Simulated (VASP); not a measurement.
# Al6H in VASP: notebook, part 2 of 2

VASP 6.6.1.

### Step 3. Single point, PBE+D3(BJ)

This run uses another cell than the first one.

Contents of INCAR:

```
  PREC = Accurate
  ENCUT = 520
  EDIFF = 1E-7
  ISMEAR = 0
  SIGMA = 0.1
  LREAL = False
  LASPH = True
  NELM = 60
  ALGO = Normal
  ISIF = 2
  LWAVE = False
  LCHARG = False
  LDIPOL = True
  IDIPOL = 3
  DIPOL = 0.5 0.5 0.479
  GGA = PE
  IVDW = 12
  NBANDS = 32
```

Contents of KPOINTS:

```
regular mesh
0
Gamma
  4 4 1
```

Contents of POSCAR:

```
Al6H
1.0
    5.6324246428      0.0000000000      0.0000000000
   -2.8162123214      4.8778228256      0.0000000000
    0.0000000000      0.0000000000     23.1556554632
Al H
12 2
Direct
    0.3333333333      0.1666666667      0.3454879527
    0.3333333333      0.6666666667      0.3454879527
    0.8333333333      0.1666666667      0.3454879527
    0.8333333333      0.6666666667      0.3454879527
    0.6667797066      0.3330468974      0.4446506988
    0.6665826063      0.8329300931      0.4445816822
    0.1669106098      0.3332610454      0.4445947556
    0.1668549377      0.8329800494      0.4445332591
    0.0003272103      0.4995093916      0.5438408714
    0.0003082960     -0.0007025109      0.5433639894
    0.5003208294      0.4993775453      0.5438595384
    0.5001415333     -0.0007084781      0.5438352547
   -0.0052585628      0.0118927801      0.6741282263
    0.0258379594     -0.0564451343      0.6985868286
```

Potentials or basis: VASP PAW PBE potentials, release 64 (Al, H).

Run with:

```sh
cat potpaw_PBE.64/Al/POTCAR potpaw_PBE.64/H/POTCAR > POTCAR
mpirun -np 1 vasp_std > vasp.out
```

OUTCAR:

```text
PREC = Accurate
   ENCUT = 520
   EDIFF = 1E-7
   ISMEAR = 0
   LREAL = False
   LASPH = True
   NELM = 60
   ISIF = 2
   GGA = PE
   IVDW = 12
 IVDW          = 12

 ion  position               nearest neighbor table
   1  0.333  0.167  0.345-   7 2.81   8 2.81   5 2.81   3 2.82   3 2.82   2 2.82   2 2.82   4 2.82
                             4 2.82
   2  0.333  0.667  0.345-   8 2.81   6 2.81   7 2.81   4 2.82   4 2.82   3 2.82   1 2.82   1 2.82
                             3 2.82
   3  0.833  0.167  0.345-   5 2.81   7 2.81   6 2.81   1 2.82   1 2.82   2 2.82   4 2.82   4 2.82
                             2 2.82
   4  0.833  0.667  0.345-   6 2.81   8 2.81   5 2.81   2 2.82   2 2.82   1 2.82   3 2.82   3 2.82
                             1 2.82
   5  0.667  0.333  0.445-   3 2.81  11 2.81   1 2.81   4 2.81   9 2.81  12 2.82   7 2.82   6 2.82
                             8 2.82   8 2.82   6 2.82   7 2.82
   6  0.667  0.833  0.445-  10 2.81   4 2.81   2 2.81   3 2.81  12 2.81   7 2.81   8 2.81   5 2.82
                             5 2.82  11 2.82   8 2.82   7 2.82
   7  0.167  0.333  0.445-  10 2.81   1 2.81   2 2.81   3 2.81   9 2.81   6 2.81   8 2.81  11 2.82
                             5 2.82   5 2.82   8 2.82   6 2.82
   8  0.167  0.833  0.445-  10 2.81   2 2.81   4 2.81   1 2.81   7 2.81   6 2.81  12 2.82   5 2.82
                             5 2.82   9 2.82   6 2.82   7 2.82
   9  0.000  0.500  0.544-   7 2.81   5 2.81  12 2.82  10 2.82  11 2.82  11 2.82   8 2.82  12 2.82
                            10 2.82
  10  0.000  0.999  0.543-   8 2.81   6 2.81   7 2.81   9 2.82  12 2.82  11 2.82  11 2.82  12 2.82
                             9 2.82
  11  0.500  0.499  0.544-   5 2.81   7 2.82   9 2.82  10 2.82  12 2.82  12 2.82   6 2.82  10 2.82
                             9 2.82
  12  0.500  0.999  0.544-   6 2.81   9 2.82   5 2.82  10 2.82   8 2.82  11 2.82  11 2.82  10 2.82
                             9 2.82
  13  0.995  0.012  0.674-  14 0.75
  14  0.026  0.944  0.699-  13 0.75

  LATTYP: Found a hexagonal cell.
 ALAT       =     5.6324246428
 C/A-ratio  =     4.1111345347

  Lattice vectors:

 A1 = (   5.6324246428,   0.0000000000,   0.0000000000)
 A2 = (  -2.8162123214,   4.8778228256,   0.0000000000)
 A3 = (   0.0000000000,   0.0000000000,  23.1556554632)

Analysis of symmetry for initial positions (statically):
=====================================================================
 Subroutine PRICEL returns:
 Original cell was already a primitive cell.

 Routine SETGRP: Setting up the symmetry group for a
 hexagonal supercell.

 Subroutine GETGRP returns: Found  1 space group operations
 (whereof  1 operations were pure point group operations)
 out of a pool of 24 trial point group operations.

The static configuration has the point symmetry C_1 .

Analysis of symmetry for dynamics (positions and initial velocities):
=====================================================================
 Subroutine PRICEL returns:
 Original cell was already a primitive cell.

 Routine SETGRP: Setting up the symmetry group for a
 hexagonal supercell.

 Subroutine GETGRP returns: Found  1 space group operations
 (whereof  1 operations were pure point group operations)
 out of a pool of 24 trial point group operations.

The dynamic configuration has the point symmetry C_1 .

 Subroutine INISYM returns: Found  1 space group operations
 (whereof  1 operations are pure point group operations),
 and found     1 'primitive' translations

----------------------------------------------------------------------------------------

[... 102 lines left out ...]
   LREAL  =      F    real-space projection
   EDIFFG = 0.1E-05   stopping-criterion for IOM
   NSW    =      0    number of steps for IOM
   IBRION =     -1    ionic relax: 0-MD 1-quasi-New 2-CG
   NFREE  =      0    steps in history (QN), initial steepest desc. (CG)
   ISIF   =      2    stress and relaxation
   ISYM   =      2    0-nonsym 1-usesym 2-fastsym
   POTIM  = 0.5000    time-step for ionic-motion
   TEBEG  =    0.0;   TEEND  =   0.0 temperature during run
   PSTRESS=    0.0 pullay stress
   NELECT =      38.0000    total number of electrons
   NUPDOWN=      -1.0000    fix difference up-down
   EMIN   =  10.00;   EMAX   =-10.00  energy-range for DOS
   EFERMI =   0.00;   METHOD = LEGACY
   ISMEAR =     0;   SIGMA  =   0.10  broadening in eV -4-tet -1-fermi 0-gaus
   EFERMI_NEDOS =   21; number of points for ismear=-14 and -15
   IALGO  =     38    algorithm
   IMIX   =      4    mixing-type and parameters
     AMIX     =   0.40;   BMIX     =  1.00
     AMIX_MAG =   1.60;   BMIX_MAG =  1.00
  volume/ion in A,a.u.               =      45.44       306.65
  Fermi-wavevector in a.u.,A,eV,Ry     =   0.639946  1.209322  5.572003  0.409531
  Thomas-Fermi vector in A             =   1.705790
   LORBIT       =      0    0 simple, 1 ext, 2 COOP (PROOUT), +10 PAW based schemes
   GGA     = PE    functional components
   LHFCALC =     F    Hartree Fock is set to
   AEXX    =    0.0000 exact exchange contribution
   IVDW    =    12    specifies the selected vdW correction
   LEPSILON=     F    determine dielectric tensor
   LRPA    =     F    only Hartree local field effects (RPA)
 non-spin polarized calculation
 Gauss-broadening in eV      SIGMA  =   0.10
  energy-cutoff  :      520.00
  volume of cell :      636.18
 maximum number of plane-waves:     17142
 NGX is ok and might be reduce to    42
   NGX = 21   NGY = 21   NGZ = 87

 dipolmoment           0.000000      0.000000      0.000044 electrons x Angstroem

 number of electron      38.0000000 magnetization

 dipolmoment           0.000000      0.000000     -0.003665 electrons x Angstroem

 Free energy of the ion-electron system (eV)
  ---------------------------------------------------
  ext. energy  EPLUGINS =         0.00000000
  ---------------------------------------------------
  free energy    TOTEN  =       -49.13672604 eV

  energy without entropy =      -49.11568348  energy(sigma->0) =      -49.12620476

 E-fermi :  -0.0803     XC(G=0):  -4.1054

 val. band max:       -0.2468090098   @ k =   0.0000   0.5000   0.0000
 cond. band min:      -0.0524739210   @ k =   0.0000   0.2500   0.0000
 fundamental gap:      0.1943350888
 Fermi energy:        -0.0802805204

 k-point     1 :       0.0000    0.0000    0.0000
  band No.  band energies     occupation
      1     -10.9005      2.00000
      2      -9.2165      2.00000
      3      -6.7678      2.00000
      4      -6.3628      2.00000
      5      -4.8809      2.00000
      6      -4.8772      2.00000
[... 329 lines left out ...]
     30       3.6105      0.00000
     31       3.6194      0.00000
 [bands above 31 left out]

------------------------ aborting loop because EDIFF is reached ----------------------------------------

 vacuum level on the upper side and lower side of the slab       (xc-potential included)        -0.030        -0.007

 Edisp (eV)   -2.90378

 E8    (eV) :    -1.3476

  FORCE on cell =-STRESS in cart. coord.  units (eV):
  Direction    XX          YY          ZZ          XY          YZ          ZX
  --------------------------------------------------------------------------------------
  -------------------------------------------------------------------------------------
  Total      -2.16877    -2.15782    -0.12370     0.00479     0.03084    -0.03401
  in kB      -5.46192    -5.43435    -0.31153     0.01206     0.07768    -0.08565
  external pressure =       -3.74 kB  Pullay stress =        0.00 kB

 VOLUME and BASIS-vectors are now :
 -----------------------------------------------------------------------------
  energy-cutoff  :      520.00
  volume of cell :      636.18
      direct lattice vectors                 reciprocal lattice vectors
     5.632424643  0.000000000  0.000000000     0.177543432  0.102504748  0.000000000
    -2.816212321  4.877822826  0.000000000     0.000000000  0.205009496  0.000000000
     0.000000000  0.000000000 23.155655463     0.000000000  0.000000000  0.043185994

 POSITION                                       TOTAL-FORCE (eV/Angst)
 -----------------------------------------------------------------------------------
      1.40811      0.81297      8.00000        -0.000674     -0.003035      0.002978
     -0.00000      3.25188      8.00000         0.000976     -0.000630      0.002973
      4.22432      0.81297      8.00000         0.002064     -0.002011      0.005436
      2.81621      3.25188      8.00000         0.001563      0.002033      0.002607
      2.81766      1.62454     10.29618        -0.000122      0.000303      0.002284
      1.40877      4.06289     10.29458         0.006094      0.003295      0.001223
      0.00158      1.62559     10.29488         0.000040     -0.006904      0.001794
     -1.40605      4.06313     10.29346        -0.005699      0.003110      0.000220
     -1.40488      2.43652     12.59299        -0.002457     -0.001716     -0.003946
     -2.81250      4.87440     12.58195        -0.000910      0.000840     -0.010091
      1.41167      2.43588     12.59342         0.001564     -0.001018     -0.003867
      0.00279      4.87437     12.59286         0.000231      0.003330     -0.003611
      5.56931      0.05801     15.60988         0.005613     -0.005092     -0.002026
     -2.51172      4.60249     16.17624        -0.008284      0.007493      0.004026
 -----------------------------------------------------------------------------------
    total drift:                               -0.000030      0.000052      0.000116

  FREE ENERGIE OF THE ION-ELECTRON SYSTEM (eV)
  ---------------------------------------------------
  free  energy   TOTEN  =       -52.0405106064 eV

  energy  without entropy=      -52.0194680399  energy(sigma->0) =      -52.02998932

 vacuum level on the upper side and lower side of the slab         3.728         3.755
```

Wall time 12 min (1 thread of Intel Xeon Platinum 8259CL at 2.50GHz (Skylake/Cascade Lake), shared host); peak memory 0.69 GiB.

Results:

```
Free energy                : -52.0405 eV
Largest force              : 0.012 eV/Å
Band gap on the k mesh     : zero (bands 19 and 20 overlap by 0.70 eV)
Dispersion energy per atom : -0.207 eV
```

Forces on the atoms (eV/Å):
```
Al  -0.001 -0.003  0.003
Al   0.001 -0.001  0.003
Al   0.002 -0.002  0.005
Al   0.002  0.002  0.003
Al   0.000  0.000  0.002
Al   0.006  0.003  0.001
Al   0.000 -0.007  0.002
Al  -0.006  0.003  0.000
Al  -0.002 -0.002 -0.004
Al  -0.001  0.001 -0.010
Al   0.002 -0.001 -0.004
Al   0.000  0.003 -0.004
H    0.006 -0.005 -0.002
H   -0.008  0.007  0.004
```
